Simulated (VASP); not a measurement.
# AlN in VASP: further runs

AlN is run at these levels: PBE; tasks: single point.

Program: VASP 6.6.1. These are calculated values, not measurements. Logs are shortened: lines on timing, memory, paths and dates and some standing lists are left out, and cuts for length are marked.

### Step 1. The cell of the first run

Symmetry: Amm2, No. 38, orthorhombic system. The conventional cell has a = 4.188 Å, b = 3.312 Å, c = 5.737 Å, α = 90.00°, β = 90.00°, γ = 90.00°. Al (site symmetry mm2) has 5 N at 1.91 to 2.09 Å within 2.5 Å. Al (site symmetry mm2) has 5 N at 1.81 to 2.14 Å within 2.4 Å. N (site symmetry mm2) has 5 Al at 1.81 to 2.14 Å within 2.4 Å. Within 2.5 Å of N (site symmetry mm2) lie 5 Al at 1.91 to 2.11 Å.

### Step 2. Single point, PBE (one atom moved)

Input file INCAR:

```
  PREC = Accurate
  ENCUT = 520
  EDIFF = 1E-7
  ISMEAR = 0
  SIGMA = 0.02
  LREAL = F
  LASPH = T
  NELM = 100
  ALGO = Normal
  ISIF = 2
  LWAVE = F
  LCHARG = F
  GGA = PE
  NBANDS = 16
```

Input file KPOINTS:

```
Automatic mesh
0
Gamma
  9 9 6
```

Input file POSCAR:

```
AlN
1.0
    3.3121157418      0.0000000000      0.0000000000
   -1.6560578709      2.8683763727      0.0000000000
    0.0000000000      0.0000000000      4.1875630000
Al N
2 2
Direct
    0.3333333300      0.6666666700      0.7500000000
    0.7058874644      0.4117749188      0.2500000000
    0.3333333300      0.6666666700      0.2500000000
    0.6666666700      0.3333333300      0.7500000000
```

Potentials or basis: VASP PAW PBE potentials, release 64 (Al, N).

Launch:

```
$ cat potpaw_PBE.64/Al/POTCAR potpaw_PBE.64/N/POTCAR > POTCAR
$ mpirun -np 1 vasp_std > vasp.out
```

OUTCAR:

```text
PREC = Accurate
   ENCUT = 520
   EDIFF = 1E-7
   ISMEAR = 0
   LREAL = F
   LASPH = T
   NELM = 100
   ISIF = 2
   GGA = PE

 ion  position               nearest neighbor table
   1  0.333  0.667  0.750-   4 1.91   4 1.91   4 1.91   3 2.09   3 2.09   2 2.77   2 2.77   2 2.77
                             2 2.77   2 2.99   2 2.99
   2  0.706  0.412  0.250-   3 1.81   3 1.81   4 2.11   4 2.11   3 2.14   1 2.77   1 2.77   1 2.77
                             1 2.77   1 2.99   1 2.99
   3  0.333  0.667  0.250-   2 1.81   2 1.81   1 2.09   1 2.09   2 2.14
   4  0.667  0.333  0.750-   1 1.91   1 1.91   1 1.91   2 2.11   2 2.11

  LATTYP: Found a hexagonal cell.
 ALAT       =     3.3121157418
 C/A-ratio  =     1.2643166261

  Lattice vectors:

 A1 = (   3.3121157418,   0.0000000000,   0.0000000000)
 A2 = (  -1.6560578709,   2.8683763727,   0.0000000000)
 A3 = (   0.0000000000,   0.0000000000,   4.1875630000)

Analysis of symmetry for initial positions (statically):
=====================================================================
 Subroutine PRICEL returns:
 Original cell was already a primitive cell.

 Routine SETGRP: Setting up the symmetry group for a
 hexagonal supercell.

 Subroutine GETGRP returns: Found  4 space group operations
 (whereof  2 operations were pure point group operations)
 out of a pool of 24 trial point group operations.

The static configuration has the point symmetry C_1h.
 The point group associated with its full space group is C_2v.

Analysis of symmetry for dynamics (positions and initial velocities):
=====================================================================
 Subroutine PRICEL returns:
 Original cell was already a primitive cell.

 Routine SETGRP: Setting up the symmetry group for a
 hexagonal supercell.

 Subroutine GETGRP returns: Found  4 space group operations
 (whereof  2 operations were pure point group operations)
 out of a pool of 24 trial point group operations.

The dynamic configuration has the point symmetry C_1h.
 The point group associated with its full space group is C_2v.

 Subroutine INISYM returns: Found  4 space group operations
 (whereof  2 operations are pure point group operations),
 and found     1 'primitive' translations

[... 98 lines left out ...]
   EDIFF  = 0.1E-06   stopping-criterion for ELM
   LREAL  =      F    real-space projection
   EDIFFG = 0.1E-05   stopping-criterion for IOM
   NSW    =      0    number of steps for IOM
   IBRION =     -1    ionic relax: 0-MD 1-quasi-New 2-CG
   NFREE  =      0    steps in history (QN), initial steepest desc. (CG)
   ISIF   =      2    stress and relaxation
   ISYM   =      2    0-nonsym 1-usesym 2-fastsym
   POTIM  = 0.5000    time-step for ionic-motion
   TEBEG  =    0.0;   TEEND  =   0.0 temperature during run
   PSTRESS=    0.0 pullay stress
   NELECT =      16.0000    total number of electrons
   NUPDOWN=      -1.0000    fix difference up-down
   EMIN   =  10.00;   EMAX   =-10.00  energy-range for DOS
   EFERMI =   0.00;   METHOD = LEGACY
   ISMEAR =     0;   SIGMA  =   0.02  broadening in eV -4-tet -1-fermi 0-gaus
   EFERMI_NEDOS =   21; number of points for ismear=-14 and -15
   IALGO  =     38    algorithm
   IMIX   =      4    mixing-type and parameters
     AMIX     =   0.40;   BMIX     =  1.00
     AMIX_MAG =   1.60;   BMIX_MAG =  1.00
  volume/ion in A,a.u.               =       9.95        67.12
  Fermi-wavevector in a.u.,A,eV,Ry     =   1.208409  2.283561 19.867927  1.460251
  Thomas-Fermi vector in A             =   2.344017
   LORBIT       =      0    0 simple, 1 ext, 2 COOP (PROOUT), +10 PAW based schemes
   GGA     = PE    functional components
   LHFCALC =     F    Hartree Fock is set to
   AEXX    =    0.0000 exact exchange contribution
   IVDW    =     0    specifies the selected vdW correction
   LEPSILON=     F    determine dielectric tensor
   LRPA    =     F    only Hartree local field effects (RPA)
 non-spin polarized calculation
 Gauss-broadening in eV      SIGMA  =   0.02
  energy-cutoff  :      520.00
  volume of cell :       39.78
 maximum number of plane-waves:      1090
 NGX is ok and might be reduce to    28
   NGX = 13   NGY = 13   NGZ = 15

 number of electron      15.9999999 magnetization

 Free energy of the ion-electron system (eV)
  ---------------------------------------------------
  ext. energy  EPLUGINS =         0.00000000
  ---------------------------------------------------
  free energy    TOTEN  =       -28.98404274 eV

  energy without entropy =      -28.98404274  energy(sigma->0) =      -28.98404274

 E-fermi :   8.0343     XC(G=0): -11.1593

 val. band max:        7.9309773221   @ k =   0.0000   0.0000   0.0000
 cond. band min:      11.1231315059   @ k =   0.0000   0.0000   0.0000
 fundamental gap:      3.1921541838
 Fermi energy:         8.0343203394

 k-point     1 :       0.0000    0.0000    0.0000
  band No.  band energies     occupation
      1      -8.8505      2.00000
      2      -5.2503      2.00000
      3       1.0822      2.00000
      4       4.3489      2.00000
      5       4.9486      2.00000
      6       6.1360      2.00000
[... 433 lines left out ...]
      3       1.4004      2.00000
      4       3.0418      2.00000
      5       3.5632      2.00000
      6       3.8120      2.00000
[... 8 lines left out ...]
     15      20.1935      0.00000
     16      20.8317      0.00000

 [... further k-points ...]

------------------------ aborting loop because EDIFF is reached ----------------------------------------

  FORCE on cell =-STRESS in cart. coord.  units (eV):
  Direction    XX          YY          ZZ          XY          YZ          ZX
  --------------------------------------------------------------------------------------
  -------------------------------------------------------------------------------------
  Total        3.2394301     -1.0091655      0.0595546      0.0000000      0.0000000      0.0000000
  in kB      130.4596467    -40.6415247      2.3984073      0.0000000      0.0000000      0.0000000
  external PRESSURE =      30.7388431 kB  Pullay stress =       0.0000000 kB

 VOLUME and BASIS-vectors are now :
 -----------------------------------------------------------------------------
  energy-cutoff  :      520.00
  volume of cell :       39.78
      direct lattice vectors                 reciprocal lattice vectors
     3.312115742  0.000000000  0.000000000     0.301921816  0.174314642  0.000000000
    -1.656057871  2.868376373  0.000000000     0.000000000  0.348629284  0.000000000
     0.000000000  0.000000000  4.187563000     0.000000000  0.000000000  0.238802377

 POSITION                                       TOTAL-FORCE (eV/Angst)
 -----------------------------------------------------------------------------------
     -0.00000      1.91225      3.14067         0.000000      0.244434      0.000000
      1.65606      1.18113      1.04689         0.000000     -2.659793      0.000000
     -0.00000      1.91225      1.04689         0.000000      1.882561      0.000000
      1.65606      0.95613      3.14067        -0.000000      0.532798      0.000000
 -----------------------------------------------------------------------------------
    total drift:                                0.000001     -0.000189     -0.000000

  FREE ENERGIE OF THE ION-ELECTRON SYSTEM (eV)
  ---------------------------------------------------
  free  energy   TOTEN  =       -28.9840427390 eV

  energy  without entropy=      -28.9840427390  energy(sigma->0) =      -28.98404274
```

Run time: 42 s. Hardware: 1 thread of Intel Xeon 6975P-C, shared host; peak memory 0.19 GiB.

What came out:

```
Free energy            : -28.9840 eV
Pressure               : 3.1 GPa
Largest force          : 2.660 eV/Å
Band gap on the k mesh : 3.19 eV, direct
```

Forces in eV/Å, atoms in the order of the input:
```
Al   0.000  0.244  0.000
Al   0.000 -2.660  0.000
N    0.000  1.883  0.000
N    0.000  0.533  0.000
```

Stress tensor (GPa, compression positive):
```
13.05  0.00  0.00
 0.00 -4.06  0.00
 0.00  0.00  0.24
```

Levels at points of the mesh, in eV from the valence-band top:
```tsv
k point	band 4	band 5	band 6	band 7	band 8	band 9	band 10	band 11	band 12	band 13
(0.00, 0.00, 0.00)	-3.58	-2.98	-1.79	-1.37	0.00	3.19	4.33	8.15	8.49	11.12
(0.00, 0.00, 0.50)	-3.72	-3.01	-2.46	-2.45	-1.89	5.57	5.64	8.09	8.29	8.44
```

Caveat: the cell differs from its parent crystal (one atom moved); forces of over 1 eV/Å act on the atoms, so gaps and moduli don't describe the material at rest.

### Step 3. Single point, PBE (strained and its atoms moved)

Input file INCAR:

```
SYSTEM = AlN
PREC     = Accurate       ! precision mode
ENCUT    = 520            ! plane-wave cutoff, eV
EDIFF    = 1E-6           ! SCF threshold, eV
ISMEAR   = 0              ! smearing method
SIGMA    = 0.02           ! smearing width, eV
LREAL    = .FALSE.        ! projectors in reciprocal space
LASPH    = .TRUE.         ! aspherical terms in the spheres
NELM     = 80             ! most SCF steps
ALGO     = Normal         ! electronic algorithm
ISIF     = 2              ! what is computed and relaxed
LWAVE    = .FALSE.        ! write WAVECAR
LCHARG   = .FALSE.        ! write CHGCAR
GGA      = PE             ! functional
NBANDS   = 16             ! bands
```

Input file KPOINTS:

```
Automatic mesh
0
G
  9 9 6
  0 0 0
```

Input file POSCAR:

```
AlN
1.0
    3.3444088703      0.0000000000      0.0228867198
   -1.6722044351      2.8931878283     -0.0114433599
    0.0289360603      0.0000000000      4.3517154696
Al N
2 2
Direct
    0.3424904417      0.6849808935      0.7500000000
    0.6755672740      0.3511345381      0.2500000000
    0.3590074222      0.7180148545      0.2500000000
    0.6229348620      0.2458697140      0.7500000000
```

Potentials or basis: VASP PAW PBE potentials, release 64 (Al, N).

Launch:

```
$ cat potpaw_PBE.64/Al/POTCAR potpaw_PBE.64/N/POTCAR > POTCAR
$ mpirun -np 1 vasp_std > vasp.out
```

OUTCAR:

```text
SYSTEM = AlN
   PREC = Accurate
   ENCUT = 520
   EDIFF = 1E-6
   ISMEAR = 0
   LREAL = .FALSE.
   LASPH = .TRUE.
   NELM = 80
   ISIF = 2
   GGA = PE

 ion  position               nearest neighbor table
   1  0.342  0.685  0.750-   4 1.62   4 2.10   4 2.10   3 2.18   3 2.18   2 2.89   2 2.89   2 2.91
                             2 2.91   2 2.93   2 2.93
   2  0.676  0.351  0.250-   3 1.83   3 1.98   3 1.98   4 2.20   4 2.20   1 2.89   1 2.89   1 2.91
                             1 2.91   1 2.93   1 2.93
   3  0.359  0.718  0.250-   2 1.83   2 1.98   2 1.98   1 2.18   1 2.18
   4  0.623  0.246  0.750-   1 1.62   1 2.10   1 2.10   2 2.20   2 2.20

[... 663 lines left out ...]
  -------------------------------------------------------------------------------------
  Total       -5.4141067      8.4232386     -1.9818869      0.0000000      0.0000000     -0.4817561
  in kB     -206.0158637    320.5183961    -75.4141305      0.0000000      0.0000000    -18.3316284
  external PRESSURE =      13.0294673 kB  Pullay stress =       0.0000000 kB

 VOLUME and BASIS-vectors are now :
 -----------------------------------------------------------------------------
  energy-cutoff  :      520.00
  volume of cell :       42.11
      direct lattice vectors                 reciprocal lattice vectors
     3.344408870  0.000000000  0.022886720     0.299020109  0.172819751 -0.001988288
    -1.672204435  2.893187828 -0.011443360     0.000000000  0.345639502  0.000000000
     0.028936060  0.000000000  4.351715470    -0.001572619  0.000000000  0.229804892

 POSITION                                       TOTAL-FORCE (eV/Angst)
 -----------------------------------------------------------------------------------
      0.02170      1.98178      3.26379        -0.000000     -7.285549     -0.000000
      1.67944      1.01590      1.09937         0.000000      0.800699     -0.000000
      0.00723      2.07735      1.08793        -0.000000     -2.667874     -0.000000
      1.69391      0.71135      3.27523         0.000000      9.152725      0.000000
 -----------------------------------------------------------------------------------
    total drift:                               -0.000001      0.000027     -0.000000

  FREE ENERGIE OF THE ION-ELECTRON SYSTEM (eV)
  ---------------------------------------------------
  free  energy   TOTEN  =       -27.9786417654 eV

  energy  without entropy=      -27.9786417654  energy(sigma->0) =      -27.97864177
```

OSZICAR:

```text
N       E                     dE             d eps       ncg     rms          rms(c)
DAV:   1     0.435117801842E+02    0.43512E+02   -0.72521E+03  4488   0.893E+02
DAV:   2    -0.292499268071E+02   -0.72762E+02   -0.66233E+02  6544   0.185E+02
DAV:   3    -0.328591599621E+02   -0.36092E+01   -0.35955E+01  5488   0.423E+01
DAV:   4    -0.328817065114E+02   -0.22547E-01   -0.22544E-01  5624   0.382E+00
DAV:   5    -0.328820153562E+02   -0.30884E-03   -0.30884E-03  5544   0.450E-01    0.122E+01
DAV:   6    -0.279972855239E+02    0.48847E+01   -0.10298E+01  5840   0.240E+01    0.410E+00
DAV:   7    -0.280046031295E+02   -0.73176E-02   -0.74058E-01  5224   0.609E+00    0.288E+00
DAV:   8    -0.279836760343E+02    0.20927E-01   -0.89867E-02  5672   0.257E+00    0.583E-01
DAV:   9    -0.279781479675E+02    0.55281E-02   -0.15742E-02  6168   0.971E-01    0.259E-01
DAV:  10    -0.279785682318E+02   -0.42026E-03   -0.21055E-03  5096   0.325E-01    0.853E-02
DAV:  11    -0.279786328519E+02   -0.64620E-04   -0.19010E-04  5448   0.116E-01    0.205E-02
DAV:  12    -0.279786393379E+02   -0.64859E-05   -0.15655E-05  5752   0.328E-02    0.121E-02
DAV:  13    -0.279786417857E+02   -0.24478E-05   -0.47921E-06  5424   0.147E-02    0.413E-03
DAV:  14    -0.279786417654E+02    0.20269E-07   -0.12437E-07  3064   0.350E-03
   1 F= -.27978642E+02 E0= -.27978642E+02  d E =-.229145E-34
```

stdout:

```text
POSCAR found type information on POSCAR AlN
 POSCAR found :  2 types and       4 ions
 scaLAPACK will be used
 LDA part: xc-table for (Slater+PW92), standard interpolation
 POSCAR, INCAR and KPOINTS ok, starting setup
 FFT: planning ... GRIDC
 FFT: planning ... GRID_SOFT
 FFT: planning ... GRID
 WAVECAR not read
 entering main loop
```

It took 76 s on 1 thread of Intel Xeon 6975P-C, shared host; peak memory 0.21 GiB.

What came out:

| Item | Value |
| --- | --- |
| Free energy | -27.9786 eV |
| Pressure | 1.3 GPa |
| Largest force | 9.153 eV/Å |
| Band gap on the k mesh | 2.37 eV, direct |

Forces in eV/Å, atoms in the order of the input:
```
Al   0.000 -7.286  0.000
Al   0.000  0.801  0.000
N    0.000 -2.668  0.000
N    0.000  9.153  0.000
```

Caveat: the cell differs from its parent crystal (strained and its atoms moved); forces of over 1 eV/Å act on the atoms, so gaps and moduli don't describe the material at rest. A k mesh can miss the band edges.
